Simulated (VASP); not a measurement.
# SbSe2 (P-4m2) in VASP: notebook, part 3 of 3

VASP 6.6.1. Earlier steps stand in the parts before.

### 5 Single point, PBE

This run uses another cell than the first one, of 33.52 Å³/atom, 1.108 times its volume.

File INCAR:

```
PREC = Accurate
ENCUT = 520
EDIFF = 1E-6
ISMEAR = 0
SIGMA = 0.1
LREAL = False
LASPH = True
NELM = 60
ALGO = Normal
ISIF = 2
LWAVE = False
LCHARG = False
GGA = PE
NBANDS = 16
```

File KPOINTS:

```
regular mesh
0
Gamma
  12 12 8
```

File POSCAR:

```
SbSe2
1.0
    4.2490797912      0.0000000000      0.0000000000
    0.0000000000      4.2490797912      0.0000000000
    0.0000000000      0.0000000000      5.5698699687
Sb Se
1 2
Direct
    0.0000000000      0.0000000000      0.5000000000
    0.5000000000      0.0000000000      0.7843052508
    0.0000000000      0.5000000000      0.2156947492
```

Potentials or basis: VASP PAW PBE potentials, release 64 (Sb, Se).

Launch:

```console
cat potpaw_PBE.64/Sb/POTCAR potpaw_PBE.64/Se/POTCAR > POTCAR
mpirun -np 1 vasp_std > vasp.out
```

OUTCAR:

```text
PREC = Accurate
   ENCUT = 520
   EDIFF = 1E-6
   ISMEAR = 0
   LREAL = False
   LASPH = True
   NELM = 60
   ISIF = 2
   GGA = PE

 ion  position               nearest neighbor table
   1  0.000  0.000  0.500-   2 2.65   3 2.65   3 2.65   2 2.65
   2  0.500  0.000  0.784-   1 2.65   1 2.65
   3  0.000  0.500  0.216-   1 2.65   1 2.65

  LATTYP: Found a simple tetragonal cell.
 ALAT       =     4.2490797912
 C/A-ratio  =     1.3108414627

  Lattice vectors:

 A1 = (   4.2490797912,   0.0000000000,   0.0000000000)
 A2 = (   0.0000000000,   4.2490797912,   0.0000000000)
 A3 = (   0.0000000000,   0.0000000000,   5.5698699687)

Analysis of symmetry for initial positions (statically):
=====================================================================
 Subroutine PRICEL returns:
 Original cell was already a primitive cell.

 Routine SETGRP: Setting up the symmetry group for a
 simple tetragonal supercell.

 Subroutine GETGRP returns: Found  8 space group operations
 (whereof  8 operations were pure point group operations)
 out of a pool of 16 trial point group operations.

[... 159 lines left out ...]
  ext. energy  EPLUGINS =         0.00000000
  ---------------------------------------------------
  free energy    TOTEN  =       -11.00400388 eV

  energy without entropy =      -10.99639876  energy(sigma->0) =      -11.00020132

 E-fermi :   2.7020     XC(G=0):  -8.2523

 val. band max:        2.6973738437   @ k =   0.3333   0.0833   0.0000
 cond. band min:       2.7022140700   @ k =   0.4167   0.3333   0.1250
 fundamental gap:      0.0048402263
 Fermi energy:         2.7019698751

 k-point     1 :       0.0000    0.0000    0.0000
  band No.  band energies     occupation
      1     -11.3116      2.00000
      2      -9.7462      2.00000
      3      -5.1603      2.00000
      4      -1.1226      2.00000
      5      -1.1226      2.00000
      6       0.9863      2.00000
[... 433 lines left out ...]
      3      -6.9170      2.00000
      4      -1.7905      2.00000
      5      -0.8763      2.00000
      6      -0.4137      2.00000
[... 8 lines left out ...]
     15      10.8923      0.00000
     16      11.9986      0.00000

 [... further k-points ...]
[... 5 lines left out ...]
  --------------------------------------------------------------------------------------
  -------------------------------------------------------------------------------------
  Total        0.0078175      0.0078175     -0.0004150      0.0000000      0.0000000     -0.0000000
  in kB        0.1245501      0.1245501     -0.0066125      0.0000000      0.0000000     -0.0000000
  external PRESSURE =       0.0808293 kB  Pullay stress =       0.0000000 kB

 VOLUME and BASIS-vectors are now :
 -----------------------------------------------------------------------------
  energy-cutoff  :      520.00
  volume of cell :      100.56
      direct lattice vectors                 reciprocal lattice vectors
     4.249079791  0.000000000  0.000000000     0.235345074  0.000000000  0.000000000
     0.000000000  4.249079791  0.000000000     0.000000000  0.235345074  0.000000000
     0.000000000  0.000000000  5.569869969     0.000000000  0.000000000  0.179537405

 POSITION                                       TOTAL-FORCE (eV/Angst)
 -----------------------------------------------------------------------------------
      0.00000      0.00000      2.78493         0.000000      0.000000      0.000000
      2.12454      0.00000      4.36848         0.000000      0.000000      0.002162
      0.00000      2.12454      1.20139        -0.000000      0.000000     -0.002162
 -----------------------------------------------------------------------------------
    total drift:                                0.000000      0.000000      0.000000

  FREE ENERGIE OF THE ION-ELECTRON SYSTEM (eV)
  ---------------------------------------------------
  free  energy   TOTEN  =       -11.0040038750 eV

  energy  without entropy=      -10.9963987623  energy(sigma->0) =      -11.00020132
```

OSZICAR:

```text
N       E                     dE             d eps       ncg     rms          rms(c)
DAV:   1     0.833358850417E+02    0.83336E+02   -0.58922E+03  4480   0.821E+02
DAV:   2    -0.469312607955E+01   -0.88029E+02   -0.82320E+02  6056   0.146E+02
DAV:   3    -0.114221694998E+02   -0.67290E+01   -0.66735E+01  5656   0.462E+01
DAV:   4    -0.114895215722E+02   -0.67352E-01   -0.67341E-01  5760   0.558E+00
DAV:   5    -0.114902806704E+02   -0.75910E-03   -0.75909E-03  5912   0.609E-01    0.518E+00
DAV:   6    -0.110325719053E+02    0.45771E+00   -0.55164E-01  5504   0.410E+00    0.335E+00
DAV:   7    -0.110079317548E+02    0.24640E-01   -0.17968E-01  6264   0.196E+00    0.131E+00
DAV:   8    -0.110036592412E+02    0.42725E-02   -0.10262E-02  5616   0.646E-01    0.389E-01
DAV:   9    -0.110037908266E+02   -0.13159E-03   -0.31220E-03  6016   0.347E-01    0.929E-02
DAV:  10    -0.110039680678E+02   -0.17724E-03   -0.36406E-04  5408   0.108E-01    0.255E-02
DAV:  11    -0.110039986895E+02   -0.30622E-04   -0.48417E-05  5992   0.432E-02    0.134E-02
DAV:  12    -0.110040019581E+02   -0.32686E-05   -0.60658E-06  5688   0.136E-02    0.346E-03
DAV:  13    -0.110040036104E+02   -0.16523E-05   -0.22040E-06  5640   0.822E-03    0.255E-03
DAV:  14    -0.110040038750E+02   -0.26460E-06   -0.14108E-07  3472   0.226E-03
   1 F= -.11004004E+02 E0= -.11000201E+02  d E =-.760511E-02
```

stdout:

```text
POSCAR found type information on POSCAR SbSe
 POSCAR found :  2 types and       3 ions
 scaLAPACK will be used
 LDA part: xc-table for (Slater+PW92), standard interpolation
 POSCAR, INCAR and KPOINTS ok, starting setup
 FFT: planning ... GRIDC
 FFT: planning ... GRID_SOFT
 FFT: planning ... GRID
 WAVECAR not read
 entering main loop
```

Wall time 95 s (1 thread of AMD EPYC 9R45 (Zen 5), shared host); peak memory 0.33 GiB.

What came out:

| Item | Value |
| --- | --- |
| Free energy | -11.0040 eV |
| Pressure | 0.0 GPa |

Forces on the atoms (eV/Å):
```
Sb   0.000  0.000  0.000
Se   0.000  0.000  0.002
Se   0.000  0.000 -0.002
```

Levels at points of the mesh, in eV from the Fermi level:
| k point | band 5 | band 6 | band 7 | band 8 | band 9 | band 10 | band 11 | band 12 | band 13 | band 14 |
| --- | --- | --- | --- | --- | --- | --- | --- | --- | --- | --- |
| (0.00, 0.00, 0.00) | -3.82 | -1.72 | -1.36 | -0.77 | -0.77 | 0.32 | 2.86 | 2.86 | 4.21 | 6.04 |
| (0.50, 0.00, 0.00) | -3.60 | -3.49 | -2.40 | -0.83 | -0.11 | 2.60 | 2.61 | 3.36 | 6.30 | 6.82 |
| (0.50, 0.50, 0.00) | -3.26 | -3.26 | -2.78 | -0.90 | -0.58 | 1.30 | 1.30 | 5.35 | 5.46 | 8.19 |
| (0.00, 0.00, 0.50) | -3.62 | -2.64 | -1.34 | -1.34 | -0.17 | 0.11 | 3.44 | 3.44 | 5.68 | 6.16 |
| (0.50, 0.00, 0.50) | -3.41 | -2.98 | -1.10 | -0.98 | -0.80 | 2.07 | 3.01 | 3.09 | 6.24 | 6.85 |
| (0.50, 0.50, 0.50) | -3.69 | -3.69 | -2.15 | -1.86 | 1.14 | 2.94 | 2.94 | 4.60 | 6.87 | 6.87 |

Caveat: spin-orbit coupling is left out, which moves the levels of the heavy elements.

### 6 Single point, PBE

This run uses another cell than the first one, of 33.52 Å³/atom, 1.108 times its volume.

File INCAR:

```
SYSTEM = SbSe2
PREC = Accurate
ENCUT = 520
EDIFF = 1E-7
ISMEAR = 0
SIGMA = 0.1
LREAL = .FALSE.
LASPH = .TRUE.
NELM = 60
ALGO = Normal
ISIF = 2
LWAVE = .FALSE.
LCHARG = .TRUE.
GGA = PE
LELF = .TRUE.
LVHAR = .TRUE.
NBANDS = 16
```

File KPOINTS:

```
regular mesh
0
G
  12 12 8
  0 0 0
```

POSCAR is that of step 5.

Potentials or basis: VASP PAW PBE potentials, release 64 (Sb, Se).

Launch:

```console
cat potpaw_PBE.64/Sb/POTCAR potpaw_PBE.64/Se/POTCAR > POTCAR
mpirun -np 1 vasp_std > vasp.out
```

Wall time 2 min (1 thread of AMD EPYC 9R45 (Zen 5), shared host); peak memory 0.32 GiB.

It converged, with:

```
Free energy : -11.0040 eV
Pressure    : 0.0 GPa
```

Forces on the atoms (eV/Å):
```
Sb   0.000  0.000  0.000
Se   0.000  0.000  0.002
Se   0.000  0.000 -0.002
```

Levels at points of the mesh, in eV from the Fermi level:
```tsv
k point	band 5	band 6	band 7	band 8	band 9	band 10	band 11	band 12	band 13	band 14
(0.00, 0.00, 0.00)	-3.82	-1.72	-1.36	-0.77	-0.77	0.32	2.86	2.86	4.21	6.04
(0.50, 0.00, 0.00)	-3.60	-3.49	-2.40	-0.83	-0.11	2.60	2.61	3.36	6.30	6.82
(0.50, 0.50, 0.00)	-3.26	-3.26	-2.78	-0.90	-0.58	1.30	1.30	5.35	5.46	8.19
(0.00, 0.00, 0.50)	-3.62	-2.64	-1.34	-1.34	-0.17	0.11	3.44	3.44	5.68	6.16
(0.50, 0.00, 0.50)	-3.41	-2.98	-1.10	-0.98	-0.80	2.07	3.01	3.09	6.24	6.85
(0.50, 0.50, 0.50)	-3.69	-3.69	-2.15	-1.86	1.14	2.94	2.94	4.60	6.87	6.87
```

Caveat: spin-orbit coupling is left out, which moves the levels of the heavy elements.

### 7 The runs side by side

```csv
task,cell,k mesh,cutoff (eV),gap on the mesh (eV),pressure (GPa),largest force (eV/Å)
single point,"a = 3.941, b = 3.941, c = 5.844 Å, 3 atoms",4 × 4 × 4,520,none,6.0,0.68
single point,"a = 4.267, b = 4.267, c = 6.399 Å, 3 atoms",4 × 4 × 4,520,none,0.2,0.02
relaxation of cell and atoms,"relaxed from a = 3.941, b = 3.941, c = 5.844 Å, 3 atoms",4 × 4 × 4,600,none,0.1,0.01
single point,"a = 4.249, b = 4.249, c = 5.570 Å, 3 atoms",12 × 12 × 8,520,none,0.0,-
```

Alike in all rows: level PBE; potentials or basis VASP PAW PBE potentials, release 64 (Sb, Se); no spin polarisation; smearing gaussian 0.1 eV.

Caveats: some runs use coarse meshes; spin-orbit coupling is left out, which moves the levels of the heavy elements; this functional lacks dispersion, which binds the layers, so the pressure and a relaxed spacing across them are unreliable (some runs); the volume moved by over 15 % at a fixed basis, so the end points are rough (some runs).

Absolute energies hang on the potentials; compare differences alone.
